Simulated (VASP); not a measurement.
Here is a VASP 6.6.1 calculation.

File INCAR:

```
SYSTEM = Mo
PREC     = Accurate       ! precision mode
ENCUT    = 400            ! plane-wave cutoff, eV
EDIFF    = 1E-6           ! SCF threshold, eV
ISMEAR   = 1              ! smearing method
SIGMA    = 0.1            ! smearing width, eV
LREAL    = .FALSE.        ! projectors in reciprocal space
LASPH    = .TRUE.         ! aspherical terms in the spheres
NELM     = 120            ! most SCF steps
ALGO     = Normal         ! electronic algorithm
ISIF     = 2              ! what is computed and relaxed
LWAVE    = .FALSE.        ! write WAVECAR
LCHARG   = .TRUE.         ! write CHGCAR
LDIPOL   = .TRUE.       
IDIPOL   = 3            
DIPOL    = 0.5 0.5 0.654
GGA      = PE             ! functional
LELF     = .TRUE.         ! ELF
LVHAR    = .TRUE.       
LVACPOTAV= .TRUE.       
NBANDS   = 36             ! bands
GGA_COMPAT= .FALSE.      
NELMDL   = -8
```

The input KPOINTS:

```
Automatic mesh
0
G
  10 10 1
  0 0 0
```

Contents of POSCAR:

```
Mo
1.0
    3.1646185120      0.0000000000      0.0000000000
    0.0000000000      3.1646185120      0.0000000000
    0.0000000000      0.0000000000     26.1866380730
Mo
4
Direct
    0.5000000000      0.0000000000      0.5666058312
    0.0000000000      0.5000000000      0.6231822991
    0.5000000000      0.0000000000      0.6864131019
    0.0000000000      0.5000000000      0.7384884298
```

Potentials or basis: VASP PAW PBE potentials, release 64 (Mo_sv).

Command:

```sh
$ cat potpaw_PBE.64/Mo_sv/POTCAR > POTCAR
$ mpirun -np 1 vasp_std > vasp.out
```

Task: Predict the band gap on the k mesh.

Result: Zero (bands 28 and 29 overlap by 1.83 eV).

Task: Estimate the largest force.

Result: 1.210 eV/Å.

Forces in eV/Å, atoms in the order of the input:
```
Mo   0.000  0.000  1.044
Mo   0.000  0.000 -1.210
Mo   0.000  0.000  0.084
Mo   0.000  0.000  0.082
```
